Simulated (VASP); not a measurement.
# Fe (Fm-3m) in VASP: notebook

The runs below take Fe through single point, with PBE.

Program: VASP 6.6.1. These are calculated values, not measurements. Logs are shortened: lines on timing, memory, paths and dates and some standing lists are left out, and cuts for length are marked.

### Step 1. The cell of the first run

The structure is cubic, space group Fm-3m (No. 225). The conventional cell has a = 3.690 Å, b = 3.690 Å, c = 3.690 Å, α = 90.00°, β = 90.00°, γ = 90.00°. Fe (site symmetry m-3m) has 12 Fe at 2.61 Å within 3.4 Å.

This isn't the form of Fe at room conditions, which is bcc.

### Step 2. Single point, PBE, collinear spin, ferromagnetic start (12.56 Å³/atom)

INCAR reads:

```
PREC = Accurate
ENCUT = 520
EDIFF = 1E-7
ISMEAR = -1
SIGMA = 0.05
LREAL = False
LASPH = True
NELM = 150
ALGO = Normal
ISIF = 2
LWAVE = False
LCHARG = True
ISPIN = 2
MAGMOM = 2.618
LORBIT = 11
LMAXMIX = 4
GGA = PE
LELF = True
LVHAR = True
NBANDS = 14
```

KPOINTS reads:

```
Automatic mesh
0
Gamma
  17 17 17
```

POSCAR reads:

```
Fe
1.0
    0.0000000000      1.8448211828      1.8448211828
    1.8448211828      0.0000000000      1.8448211828
    1.8448211828      1.8448211828      0.0000000000
Fe
1
Direct
    0.0000000000      0.0000000000      0.0000000000
```

Potentials or basis: VASP PAW PBE potentials, release 64 (Fe).

Command:

```console
$ cat potpaw_PBE.64/Fe/POTCAR > POTCAR
$ mpirun -np 1 vasp_std > vasp.out
```

OUTCAR:

```text
PREC = Accurate
   ENCUT = 520
   EDIFF = 1E-7
   ISMEAR = -1
   LREAL = False
   LASPH = True
   NELM = 150
   ISIF = 2
   ISPIN = 2
   LORBIT = 11
   GGA = PE

 ion  position               nearest neighbor table
   1  0.000  0.000  0.000-

  LATTYP: Found a face centered cubic cell.
 ALAT       =     3.6896423656

  Lattice vectors:

 A1 = (   0.0000000000,   1.8448211828,   1.8448211828)
 A2 = (   1.8448211828,   0.0000000000,   1.8448211828)
 A3 = (   1.8448211828,   1.8448211828,   0.0000000000)

Analysis of symmetry for initial positions (statically):
=====================================================================
 Subroutine PRICEL returns:
 Original cell was already a primitive cell.

 Routine SETGRP: Setting up the symmetry group for a
 face centered cubic supercell.

 Subroutine GETGRP returns: Found 48 space group operations
 (whereof 48 operations were pure point group operations)
 out of a pool of 48 trial point group operations.

The static configuration has the point symmetry O_h .

Analysis of symmetry for dynamics (positions and initial velocities):
=====================================================================
 Subroutine PRICEL returns:
 Original cell was already a primitive cell.

 Routine SETGRP: Setting up the symmetry group for a
 face centered cubic supercell.

 Subroutine GETGRP returns: Found 48 space group operations
 (whereof 48 operations were pure point group operations)
 out of a pool of 48 trial point group operations.

The dynamic configuration has the point symmetry O_h .

Analysis of structural, dynamic, and magnetic symmetry:
=====================================================================
 Subroutine PRICEL returns:
 Original cell was already a primitive cell.

 Routine SETGRP: Setting up the symmetry group for a
 face centered cubic supercell.

 Subroutine GETGRP returns: Found 48 space group operations
 (whereof 48 operations were pure point group operations)
 out of a pool of 48 trial point group operations.

The overall configuration has the point symmetry O_h .

 Subroutine INISYM returns: Found 48 space group operations
 (whereof 48 operations are pure point group operations),
 and found     1 'primitive' translations

----------------------------------------------------------------------------------------

                                     Primitive cell

  volume of cell :      12.5572

  direct lattice vectors                    reciprocal lattice vectors
     0.000000000  1.844821183  1.844821183    -0.271028978  0.271028978  0.271028978
     1.844821183  0.000000000  1.844821183     0.271028978 -0.271028978  0.271028978
     1.844821183  1.844821183  0.000000000     0.271028978  0.271028978 -0.271028978

  length of vectors
     2.608971137  2.608971137  2.608971137     0.469435960  0.469435960  0.469435960

  position of ions in fractional coordinates (direct lattice)
     0.000000000  0.000000000  0.000000000

  ion indices of the primitive-cell ions
   primitive index   ion index
                 1           1

----------------------------------------------------------------------------------------

 KPOINTS: Automatic mesh

Automatic generation of k-mesh.
 Grid dimensions read from file:
 generate k-points for:   17   17   17

 Generating k-lattice:

  Cartesian coordinates                     Fractional coordinates (reciprocal lattice)
    -0.015942881  0.015942881  0.015942881     0.058823529  0.000000000  0.000000000
     0.015942881 -0.015942881  0.015942881     0.000000000  0.058823529  0.000000000
     0.015942881  0.015942881 -0.015942881     0.000000000  0.000000000  0.058823529

  Length of vectors
     0.027613880  0.027613880  0.027613880

  Shift w.r.t. Gamma in fractional coordinates (k-lattice)
     0.000000000  0.000000000  0.000000000

 Subroutine IBZKPT returns following result:
 ===========================================

 Found    165 irreducible k-points:

 Following reciprocal coordinates:
            Coordinates               Weight
  0.000000  0.000000  0.000000      1.000000
  0.058824  0.000000  0.000000      8.000000
  0.117647  0.000000  0.000000      8.000000
  0.176471  0.000000  0.000000      8.000000
  0.235294  0.000000  0.000000      8.000000
  0.294118  0.000000  0.000000      8.000000
[... 16 lines left out ...]
 -0.176471  0.058824  0.000000     24.000000
 -0.117647  0.058824  0.000000     24.000000
 [... further k-points ...]
   k-points           NKPTS =    165   k-points in BZ     NKDIM =    165   number of bands    NBANDS=     14
   number of dos      NEDOS =    301   number of ions     NIONS =      1
   total plane-waves  NPLWV =   8000
   dimension x,y,z NGX =    20 NGY =   20 NGZ =   20
   dimension x,y,z NGXF=    40 NGYF=   40 NGZF=   40
   ions per type =               1
   NGX,Y,Z   is equivalent  to a cutoff of  12.74, 12.74, 12.74 a.u.
   NGXF,Y,Z  is equivalent  to a cutoff of  25.49, 25.49, 25.49 a.u.
 SYSTEM =  unknown system
   PREC   = accura    normal or accurate (medium, high low for compatibility)
   ISTART =      0    job   : 0-new  1-cont  2-samecut
   ICHARG =      2    charge: 1-file 2-atom 10-const
   ISPIN  =      2    spin polarized calculation?
   LNONCOLLINEAR =      F non collinear calculations
   LSORBIT =      F    spin-orbit coupling
   LASPH  =      T    aspherical Exc in radial PAW
   ENCUT  =  520.0 eV  38.22 Ry    6.18 a.u.   4.85  4.85  4.85*2*pi/ulx,y,z
   NELM   =    150;   NELMIN=  2; NELMDL= -5     # of ELM steps
   EDIFF  = 0.1E-06   stopping-criterion for ELM
   LREAL  =      F    real-space projection
   EDIFFG = 0.1E-05   stopping-criterion for IOM
   NSW    =      0    number of steps for IOM
   IBRION =     -1    ionic relax: 0-MD 1-quasi-New 2-CG
   NFREE  =      0    steps in history (QN), initial steepest desc. (CG)
   ISIF   =      2    stress and relaxation
   ISYM   =      2    0-nonsym 1-usesym 2-fastsym
   POTIM  = 0.5000    time-step for ionic-motion
   TEBEG  =    0.0;   TEEND  =   0.0 temperature during run
   PSTRESS=    0.0 pullay stress
   NELECT =       8.0000    total number of electrons
   NUPDOWN=      -1.0000    fix difference up-down
   EMIN   =  10.00;   EMAX   =-10.00  energy-range for DOS
   EFERMI =   0.00;   METHOD = LEGACY
   ISMEAR =    -1;   SIGMA  =   0.05  broadening in eV -4-tet -1-fermi 0-gaus
   EFERMI_NEDOS =   21; number of points for ismear=-14 and -15
   IALGO  =     38    algorithm
   IMIX   =      4    mixing-type and parameters
     AMIX     =   0.40;   BMIX     =  1.00
     AMIX_MAG =   1.60;   BMIX_MAG =  1.00
  volume/ion in A,a.u.               =      12.56        84.74
  Fermi-wavevector in a.u.,A,eV,Ry     =   1.408663  2.661988 26.998482  1.984332
  Thomas-Fermi vector in A             =   2.530798
   LORBIT       =     11    0 simple, 1 ext, 2 COOP (PROOUT), +10 PAW based schemes
   GGA     = PE    functional components
   LHFCALC =     F    Hartree Fock is set to
   AEXX    =    0.0000 exact exchange contribution
   IVDW    =     0    specifies the selected vdW correction
   LEPSILON=     F    determine dielectric tensor
   LRPA    =     F    only Hartree local field effects (RPA)
 spin polarized calculation
  energy-cutoff  :      520.00
  volume of cell :       12.56
 maximum number of plane-waves:       347
   NGX =  9   NGY =  9   NGZ =  9

 number of electron       7.9999998 magnetization       2.6500575

 Free energy of the ion-electron system (eV)
  ---------------------------------------------------
  ext. energy  EPLUGINS =         0.00000000
  ---------------------------------------------------
  free energy    TOTEN  =        -8.07775294 eV

  energy without entropy =       -8.06850784  energy(sigma->0) =       -8.07313039

 E-fermi :   5.1415     XC(G=0): -12.5461

 val. band max:        5.1409644746   @ k =   0.4706   0.0000   0.0000
 cond. band min:       5.1498396882   @ k =  -0.3529   0.4706   0.1176
 fundamental gap:      0.0088752136
 Fermi energy:         5.1414796001

 spin component 1

 k-point     1 :       0.0000    0.0000    0.0000
  band No.  band energies     occupation
      1      -3.0442      1.00000
      2       2.6795      1.00000
      3       2.6795      1.00000
      4       2.6795      1.00000
      5       3.5720      1.00000
      6       3.5720      1.00000
      7      26.5160      0.00000
      8      30.2300      0.00000
      9      30.2300      0.00000
     10      30.2300      0.00000
     11      32.8738      0.00000
     12      32.8738      0.00000
     13      32.8738      0.00000
     14      35.6402      0.00000

 k-point     2 :       0.0588    0.0000    0.0000
  band No.  band energies     occupation
      1      -2.9187      1.00000
      2       2.6446      1.00000
      3       2.7103      1.00000
      4       2.7103      1.00000
      5       3.5593      1.00000
      6       3.5593      1.00000
      7      26.1858      0.00000
      8      28.7296      0.00000
      9      29.9622      0.00000
     10      29.9622      0.00000
     11      33.2739      0.00000
     12      33.2739      0.00000
     13      33.7520      0.00000
     14      36.6427      0.00000
[... 343 lines left out ...]
      1      -1.6278      1.00000
      2       2.3621      1.00000
      3       2.8586      1.00000
      4       2.9025      1.00000
      5       3.4469      1.00000
      6       3.7536      1.00000
      7      21.0656      0.00000
      8      25.4373      0.00000
      9      28.7446      0.00000
     10      30.5454      0.00000
     11      32.4543      0.00000
     12      33.2201      0.00000
     13      36.4013      0.00000
     14      36.9991      0.00000

 k-point    24 :      -0.1176    0.0588    0.0000
  band No.  band energies     occupation
      1      -2.2699      1.00000
      2       2.4703      1.00000
      3       2.8420      1.00000
      4       2.8448      1.00000
      5       3.4325      1.00000
      6       3.6330      1.00000
      7      23.7090      0.00000
      8      26.0150      0.00000
      9      28.9977      0.00000
     10      30.7825      0.00000
     11      32.6650      0.00000
     12      33.4507      0.00000
     13      36.5738      0.00000
     14      36.7205      0.00000

 [... further k-points ...]

 spin component 2

 k-point     1 :       0.0000    0.0000    0.0000
  band No.  band energies     occupation
      1      -2.8168      1.00000
      2       5.1001      0.69605
      3       5.1001      0.69577
      4       5.1001      0.69576
      5       6.6244      0.00000
      6       6.6245      0.00000
      7      26.1045      0.00000
      8      30.6306      0.00000
      9      30.6306      0.00000
     10      30.6306      0.00000
     11      33.5967      0.00000
     12      33.5967      0.00000
     13      33.5967      0.00000
     14      34.9798      0.00000

 k-point     2 :       0.0588    0.0000    0.0000
  band No.  band energies     occupation
      1      -2.6908      1.00000
      2       5.0480      0.86634
      3       5.1354      0.53013
      4       5.1355      0.52991
      5       6.6061      0.00000
      6       6.6061      0.00000
      7      25.9223      0.00000
      8      29.0699      0.00000
      9      30.4350      0.00000
     10      30.4350      0.00000
     11      33.9096      0.00000
     12      33.9096      0.00000
     13      34.0246      0.00000
     14      36.3900      0.00000
[... 343 lines left out ...]
      1      -1.3717      1.00000
      2       4.5895      0.99998
      3       5.3612      0.01219
      4       5.4096      0.00466
      5       6.3880      0.00000
      6       6.7255      0.00000
      7      21.7237      0.00000
      8      25.6977      0.00000
      9      28.9785      0.00000
     10      31.1495      0.00000
     11      32.5532      0.00000
     12      33.7730      0.00000
     13      37.1831      0.00000
     14      37.4683      0.00000

 k-point    24 :      -0.1176    0.0588    0.0000
  band No.  band energies     occupation
      1      -2.0347      1.00000
      2       4.7913      0.99909
      3       5.2968      0.04285
      4       5.2977      0.04215
      5       6.4314      0.00000
      6       6.6561      0.00000
      7      24.1335      0.00000
      8      26.2817      0.00000
      9      29.2466      0.00000
     10      31.2692      0.00000
     11      32.7713      0.00000
     12      34.0310      0.00000
     13      36.9061      0.00000
     14      37.7073      0.00000

 [... further k-points ...]

------------------------ aborting loop because EDIFF is reached ----------------------------------------

  FORCE on cell =-STRESS in cart. coord.  units (eV):
  Direction    XX          YY          ZZ          XY          YZ          ZX
  --------------------------------------------------------------------------------------
  -------------------------------------------------------------------------------------
  Total       -0.4866013     -0.4866013     -0.4866013     -0.0000000     -0.0000000      0.0000000
  in kB      -62.0856256    -62.0856256    -62.0856256     -0.0000000     -0.0000000      0.0000000
  external PRESSURE =     -62.0856256 kB  Pullay stress =       0.0000000 kB

 VOLUME and BASIS-vectors are now :
 -----------------------------------------------------------------------------
  energy-cutoff  :      520.00
  volume of cell :       12.56
      direct lattice vectors                 reciprocal lattice vectors
     0.000000000  1.844821183  1.844821183    -0.271028978  0.271028978  0.271028978
     1.844821183  0.000000000  1.844821183     0.271028978 -0.271028978  0.271028978
     1.844821183  1.844821183  0.000000000     0.271028978  0.271028978 -0.271028978

 POSITION                                       TOTAL-FORCE (eV/Angst)
 -----------------------------------------------------------------------------------
      0.00000      0.00000      0.00000        -0.000000      0.000000     -0.000000
 -----------------------------------------------------------------------------------
    total drift:                                0.000000      0.000000      0.000000

  FREE ENERGIE OF THE ION-ELECTRON SYSTEM (eV)
  ---------------------------------------------------
  free  energy   TOTEN  =        -8.0777529436 eV

  energy  without entropy=       -8.0685078441  energy(sigma->0) =       -8.07313039

 total charge

# of ion       s       p       d       tot
------------------------------------------
    1        0.457   0.468   6.153   7.078

 magnetization (x)

# of ion       s       p       d       tot
------------------------------------------
    1       -0.015  -0.051   2.723   2.656
```

Wall time 76 s (1 thread of Intel Xeon Platinum 8488C (Sapphire Rapids), shared host); peak memory 0.16 GiB.

What came out:

- Free energy: -8.0778 eV
- Pressure: -6.2 GPa
- Net moment: 2.65 μB per cell
- Site moments: Fe +2.66 μB
- Valence electrons inside the program's atomic spheres: Fe 7.08

Levels at points of the mesh, in eV from the Fermi level:
Spin up:
```csv
k point,band 1,band 2,band 3,band 4,band 5,band 6,band 7,band 8,band 9,band 10
"(0.00, 0.00, 0.00)",-8.19,-2.46,-2.46,-2.46,-1.57,-1.57,21.37,25.09,25.09,25.09
```
Spin down:
```
           k point  band 1  band 2  band 3  band 4  band 5  band 6
(0.00, 0.00, 0.00)   -7.96   -0.04   -0.04   -0.04    1.48    1.48
```

Caveat: the cell stands under tension.

(Continued in part 2 of 2.)
